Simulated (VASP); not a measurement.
Wanted: the native input for a VASP 6.6.1 run.

```
Task                   : single point
Functional             : PBE
Potentials or basis    : VASP PAW PBE potentials, release 64 (Pb_d)
Cutoff                 : 520 eV
k mesh                 : 7 × 7 × 10
Occupations            : fermi-dirac, width 0.1 eV
Spin                   : no spin polarisation
Dipole correction      : no
Further INCAR settings : ALGO = Normal; EDIFF = 1e-07; NBANDS = 28
```

The structure of Pb lies in POSCAR:

```
Pb
1.0
    5.7702534039      0.0000000000      0.0000000000
   -2.8851267020      4.9971860340      0.0000000000
    0.0000000000      0.0000000000      3.4870566747
Pb
3
Direct
    0.0000000000      0.0000000000      0.0000000000
    0.3333333333      0.6666666667      0.5000000000
    0.6666666667      0.3333333333      0.5000000000
```

This cell differs from its parent crystal: volume scaled by 1.04.

One way to write it, as run:

INCAR

```
SYSTEM = Pb
ALGO = Normal ; EDIFF = 1E-7
ENCUT = 520 ; GGA = PE
ISIF = 2 ; ISMEAR = -1
LASPH = .TRUE. ; LCHARG = .FALSE.
LREAL = .FALSE. ; LWAVE = .FALSE.
NBANDS = 28 ; NELM = 60
PREC = Accurate ; SIGMA = 0.1
```

KPOINTS

```
k-points
0
G
  7 7 10
  0 0 0
```

Potentials or basis: VASP PAW PBE potentials, release 64 (Pb_d).

Command:

```sh
$ cat potpaw_PBE.64/Pb_d/POTCAR > POTCAR
$ mpirun -np 1 vasp_std > vasp.out
```

Results of the run:

```
Pressure               : -1.4 GPa
Band gap on the k mesh : zero (band 21 reaches 7.94 eV, above the bottom of band 22 at 4.42 eV)
```

Caveat: spin-orbit coupling is left out, which moves the levels of the heavy elements.

Run time: 98 s on 1 thread of Intel Xeon 6975P-C (shared host), peak memory 0.29 GiB.
